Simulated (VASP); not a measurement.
# TiO2 (I4_1/amd) in VASP: a series of runs

Aim: see how the results for TiO2 move with the level of theory and the settings. Levels: LDA, PBE. Tasks: single point.

Program: VASP 6.6.1. These are calculated values, not measurements. Logs are shortened: lines on timing, memory, paths and dates and some standing lists are left out, and cuts for length are marked.

## 1. The cell of the first run

Symmetry: I4_1/amd, No. 141, tetragonal system. The conventional cell has a = 3.739 Å, b = 3.739 Å, c = 9.457 Å, α = 90.00°, β = 90.00°, γ = 90.00°. Within 2.5 Å of Ti (site symmetry -4m2) lie 6 O at 1.91 to 1.97 Å. Within 2.5 Å of O (site symmetry 2mm) lie 3 Ti at 1.91 to 1.97 Å and 2 O at 2.44 Å.

## 2. Single point, LDA

INCAR

```
SYSTEM = TiO2
ALGO = Normal ; EDIFF = 1E-6
ENCUT = 520 ; GGA = CA
ISIF = 2 ; ISMEAR = -1
LASPH = .True. ; LCHARG = .False.
LREAL = .False. ; LWAVE = .False.
NBANDS = 33 ; NELM = 60
PREC = Accurate ; SIGMA = 0.02
```

KPOINTS

```
k-points
0
Gamma
  8 8 8
  0 0 0
```

POSCAR

```
TiO2
1.0
   -1.8695690952      1.8695690952      4.7286138369
    1.8695690952     -1.8695690952      4.7286138369
    1.8695690952      1.8695690952     -4.7286138369
Ti O
2 4
Direct
    0.0000000000      0.0000000000      0.0000000000
    0.7500000000      0.2500000000      0.5000000000
    0.2079544949      0.2079544949      0.0000000000
    0.9579544949      0.4579544949      0.5000000000
    0.5420455051      0.0420455051      0.5000000000
    0.7920455051      0.7920455051      0.0000000000
```

Potentials or basis: VASP PAW LDA potentials, release 64 (Ti_sv, O).

Run with:

```bash
$ cat potpaw_LDA.64/Ti_sv/POTCAR potpaw_LDA.64/O/POTCAR > POTCAR
$ mpirun -np 1 vasp_std > vasp.out
```

OUTCAR:

```text
SYSTEM = TiO2
   EDIFF = 1E-6
   ENCUT = 520
   GGA = CA
   ISIF = 2
   ISMEAR = -1
   LASPH = .True.
   LREAL = .False.
   NELM = 60
   PREC = Accurate

 ion  position               nearest neighbor table
   1  0.000  0.000  0.000-   5 1.91   4 1.91   5 1.91   4 1.91   3 1.97   6 1.97
   2  0.750  0.250  0.500-   6 1.91   3 1.91   6 1.91   3 1.91   4 1.97   5 1.97
   3  0.208  0.208  0.000-   2 1.91   2 1.91   1 1.97
   4  0.958  0.458  0.500-   1 1.91   1 1.91   2 1.97
   5  0.542  0.042  0.500-   1 1.91   1 1.91   2 1.97
   6  0.792  0.792  0.000-   2 1.91   2 1.91   1 1.97

  LATTYP: Found a body centered tetragonal cell.
 ALAT       =     3.7391381904
 C/A-ratio  =     2.5292533178

  Lattice vectors:

 A1 = (  -1.8695690952,   1.8695690952,   4.7286138369)
 A2 = (   1.8695690952,  -1.8695690952,   4.7286138369)
 A3 = (   1.8695690952,   1.8695690952,  -4.7286138369)

Analysis of symmetry for initial positions (statically):
=====================================================================
 Subroutine PRICEL returns:
 Original cell was already a primitive cell.

 Routine SETGRP: Setting up the symmetry group for a
 body centered tetragonal supercell.

 Subroutine GETGRP returns: Found 16 space group operations
 (whereof  8 operations were pure point group operations)
 out of a pool of 16 trial point group operations.

The static configuration has the point symmetry D_2d.
 The point group associated with its full space group is D_4h.

Analysis of symmetry for dynamics (positions and initial velocities):
=====================================================================
 Subroutine PRICEL returns:
 Original cell was already a primitive cell.

 Routine SETGRP: Setting up the symmetry group for a
 body centered tetragonal supercell.

 Subroutine GETGRP returns: Found 16 space group operations
 (whereof  8 operations were pure point group operations)
 out of a pool of 16 trial point group operations.

The dynamic configuration has the point symmetry D_2d.
 The point group associated with its full space group is D_4h.

 Subroutine INISYM returns: Found 16 space group operations
 (whereof  8 operations are pure point group operations),
 and found     1 'primitive' translations

----------------------------------------------------------------------------------------

                                     Primitive cell

  volume of cell :      66.1115
[... 97 lines left out ...]
   EDIFF  = 0.1E-05   stopping-criterion for ELM
   LREAL  =      F    real-space projection
   EDIFFG = 0.1E-04   stopping-criterion for IOM
   NSW    =      0    number of steps for IOM
   IBRION =     -1    ionic relax: 0-MD 1-quasi-New 2-CG
   NFREE  =      0    steps in history (QN), initial steepest desc. (CG)
   ISIF   =      2    stress and relaxation
   ISYM   =      2    0-nonsym 1-usesym 2-fastsym
   POTIM  = 0.5000    time-step for ionic-motion
   TEBEG  =    0.0;   TEEND  =   0.0 temperature during run
   PSTRESS=    0.0 pullay stress
   NELECT =      48.0000    total number of electrons
   NUPDOWN=      -1.0000    fix difference up-down
   EMIN   =  10.00;   EMAX   =-10.00  energy-range for DOS
   EFERMI =   0.00;   METHOD = LEGACY
   ISMEAR =    -1;   SIGMA  =   0.02  broadening in eV -4-tet -1-fermi 0-gaus
   EFERMI_NEDOS =   21; number of points for ismear=-14 and -15
   IALGO  =     38    algorithm
   IMIX   =      4    mixing-type and parameters
     AMIX     =   0.40;   BMIX     =  1.00
     AMIX_MAG =   1.60;   BMIX_MAG =  1.00
  volume/ion in A,a.u.               =      11.02        74.36
  Fermi-wavevector in a.u.,A,eV,Ry     =   1.471396  2.780536 29.456704  2.165007
  Thomas-Fermi vector in A             =   2.586537
   LORBIT       =      0    0 simple, 1 ext, 2 COOP (PROOUT), +10 PAW based schemes
   GGA     = CA    functional components
   LHFCALC =     F    Hartree Fock is set to
   AEXX    =    0.0000 exact exchange contribution
   IVDW    =     0    specifies the selected vdW correction
   LEPSILON=     F    determine dielectric tensor
   LRPA    =     F    only Hartree local field effects (RPA)
 non-spin polarized calculation
  energy-cutoff  :      520.00
  volume of cell :       66.11
 maximum number of plane-waves:      1798
   NGX = 21   NGY = 21   NGZ = 21

 number of electron      47.9999998 magnetization

 Free energy of the ion-electron system (eV)
  ---------------------------------------------------
  ext. energy  EPLUGINS =         0.00000000
  ---------------------------------------------------
  free energy    TOTEN  =       -58.83491898 eV

  energy without entropy =      -58.83491898  energy(sigma->0) =      -58.83491898

 E-fermi :   3.9039     XC(G=0): -11.4958

 val. band max:        3.3373859633   @ k =  -0.3750   0.3750   0.0000
 cond. band min:       5.4436806105   @ k =   0.0000   0.0000   0.0000
 fundamental gap:      2.1062946472
 Fermi energy:         3.9038891650

 k-point     1 :       0.0000    0.0000    0.0000
  band No.  band energies     occupation
      1     -52.1690      2.00000
      2     -52.0953      2.00000
      3     -29.0965      2.00000
      4     -28.8181      2.00000
      5     -28.8181      2.00000
      6     -28.7353      2.00000
[... 853 lines left out ...]
     32      10.2779      0.00000
     33      10.8956      0.00000

 [... further k-points ...]

------------------------ aborting loop because EDIFF is reached ----------------------------------------

  FORCE on cell =-STRESS in cart. coord.  units (eV):
  Direction    XX          YY          ZZ          XY          YZ          ZX
  --------------------------------------------------------------------------------------
  -------------------------------------------------------------------------------------
  Total        0.5380130      0.5380130      0.5186306      0.0000000     -0.0000000      0.0000000
  in kB       13.0384646     13.0384646     12.5687433      0.0000000     -0.0000000      0.0000000
  external PRESSURE =      12.8818909 kB  Pullay stress =       0.0000000 kB

 VOLUME and BASIS-vectors are now :
 -----------------------------------------------------------------------------
  energy-cutoff  :      520.00
  volume of cell :       66.11
      direct lattice vectors                 reciprocal lattice vectors
    -1.869569095  1.869569095  4.728613837     0.000000000  0.267441306  0.105739233
     1.869569095 -1.869569095  4.728613837     0.267441306  0.000000000  0.105739233
     1.869569095  1.869569095 -4.728613837     0.267441306  0.267441306  0.000000000

 POSITION                                       TOTAL-FORCE (eV/Angst)
 -----------------------------------------------------------------------------------
      0.00000      0.00000      0.00000         0.000000      0.000000     -0.000000
      0.00000      1.86957      2.36431         0.000000      0.000000     -0.000000
      0.00000      0.00000      1.96667         0.000000     -0.000000      0.034058
     -0.00000      1.86957      4.33098        -0.000000      0.000000      0.034058
      0.00000      1.86957      0.39763        -0.000000      0.000000     -0.034058
      0.00000      0.00000      7.49055         0.000000     -0.000000     -0.034058
 -----------------------------------------------------------------------------------
    total drift:                               -0.000000     -0.000000      0.000000

  FREE ENERGIE OF THE ION-ELECTRON SYSTEM (eV)
  ---------------------------------------------------
  free  energy   TOTEN  =       -58.8349189770 eV

  energy  without entropy=      -58.8349189770  energy(sigma->0) =      -58.83491898
```

Wall time 4.1 min (1 thread of Intel Xeon Platinum 8259CL at 2.50GHz (Skylake/Cascade Lake), shared host); peak memory 0.25 GiB.

Results:

```
Free energy            : -58.8349 eV
Pressure               : 1.3 GPa
Largest force          : 0.034 eV/Å
Band gap on the k mesh : 2.11 eV (least direct gap 2.42 eV)
```

Forces on the atoms (eV/Å):
```
Ti   0.000  0.000  0.000
Ti   0.000  0.000  0.000
O    0.000  0.000  0.034
O    0.000  0.000  0.034
O    0.000  0.000 -0.034
O    0.000  0.000 -0.034
```

A k mesh can miss the band edges. Expect the measured gap to be larger: semilocal functionals such as LDA lack the derivative discontinuity.

## 3. Single point, PBE

This run uses another cell than the first one, of 11.67 Å³/atom.

INCAR

```
PREC = Accurate
ENCUT = 520
EDIFF = 1E-6
ISMEAR = -1
SIGMA = 0.02
LREAL = F
LASPH = T
NELM = 60
ALGO = Normal
ISIF = 2
LWAVE = F
LCHARG = T
GGA = PE
LELF = T
LVHAR = T
NBANDS = 33
```

KPOINTS

```
regular mesh
0
Gamma
  8 8 8
```

POSCAR

```
TiO2
1.0
   -1.8994432129      1.8994432129      4.8500942874
    1.8994432129     -1.8994432129      4.8500942874
    1.8994432129      1.8994432129     -4.8500942874
Ti O
2 4
Direct
    0.0000000000      0.0000000000      0.0000000000
    0.7500000000      0.2500000000      0.5000000000
    0.2064601751      0.2064601751      0.0000000000
    0.9564601751      0.4564601751      0.5000000000
    0.5435398249      0.0435398249      0.5000000000
    0.7935398249      0.7935398249      0.0000000000
```

Potentials or basis: VASP PAW PBE potentials, release 64 (Ti_sv, O).

Run with:

```bash
$ cat potpaw_PBE.64/Ti_sv/POTCAR potpaw_PBE.64/O/POTCAR > POTCAR
$ mpirun -np 1 vasp_std > vasp.out
```

It took 5.4 min on 1 thread of Intel Xeon Platinum 8259CL at 2.50GHz (Skylake/Cascade Lake), shared host; peak memory 0.31 GiB.

The run converged. Its results:

```yaml
Free_energy: -53.8648 eV
Pressure: 0.7 GPa
Largest_force: 0.018 eV/Å
Band_gap_on_the_k_mesh: 2.14 eV (least direct gap 2.41 eV)
```

Forces in eV/Å, atoms in the order of the input:
```
Ti   0.000  0.000  0.000
Ti   0.000  0.000  0.000
O    0.000  0.000  0.018
O    0.000  0.000  0.018
O    0.000  0.000 -0.018
O    0.000  0.000 -0.018
```

Levels at points of the mesh, in eV from the valence-band top:
| k point | band 22 | band 23 | band 24 | band 25 | band 26 | band 27 |
| --- | --- | --- | --- | --- | --- | --- |
| (0.00, 0.00, 0.00) | -0.76 | -0.39 | -0.39 | 2.14 | 2.80 | 3.99 |
| (0.50, 0.00, 0.00) | -0.85 | -0.82 | -0.61 | 3.21 | 3.48 | 3.54 |
| (0.50, 0.50, 0.00) | -1.95 | -0.02 | -0.02 | 3.24 | 3.24 | 3.71 |
| (0.50, 0.50, 0.50) | -1.21 | -0.07 | -0.07 | 2.46 | 2.46 | 3.72 |

A k mesh can miss the band edges. As with any semilocal functional, this PBE gap is likely too small.
